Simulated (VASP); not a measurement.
A run of VASP 6.6.1 is set up as follows.

INCAR

```
ALGO = Normal
EDIFF = 1E-7
ENCUT = 520
ISIF = 2
ISMEAR = -1
LASPH = T
LCHARG = F
LREAL = F
LWAVE = F
NBANDS = 25
NELM = 100
PREC = Accurate
SIGMA = 0.05
```

File KPOINTS:

```
k-points
0
Gamma
  10 10 5
```

File POSCAR:

```
CuO
1.0
    2.0141969783     -2.0155222354      0.1588680765
    2.0141969783      2.0155222354      0.1588680765
   -0.3964488113      0.0000000000      5.0262217148
Cu O
2 2
Direct
   -0.0057503160      0.4942505895      0.0018500155
    0.4942505895     -0.0057503160      0.5018500155
    0.4942685825      0.4942311440      0.2518499845
    0.4942311440      0.4942685825      0.7518499845
```

Potentials or basis: VASP PAW LDA potentials, release 64 (Cu, O).

Launch:

```console
$ cat potpaw_LDA.64/Cu/POTCAR potpaw_LDA.64/O/POTCAR > POTCAR
$ mpirun -np 1 vasp_std > vasp.out
```

Task: What does it give for the band gap on the k mesh?

Result: Zero (bands 17 and 18 overlap by 1.01 eV).

Task: Estimate the pressure.

Result: 1.1 GPa.

Stress tensor (GPa, compression positive):
```
 0.85  0.00 -0.05
 0.00  0.88  0.00
-0.05  0.00  1.45
```

Caveat: semilocal functionals often make such compounds metallic where correlation or magnetic order opens a gap, which also shifts bond lengths. With open d or f shells a metallic result of LDA can be an artefact of self-interaction; +U or a hybrid may open a gap.
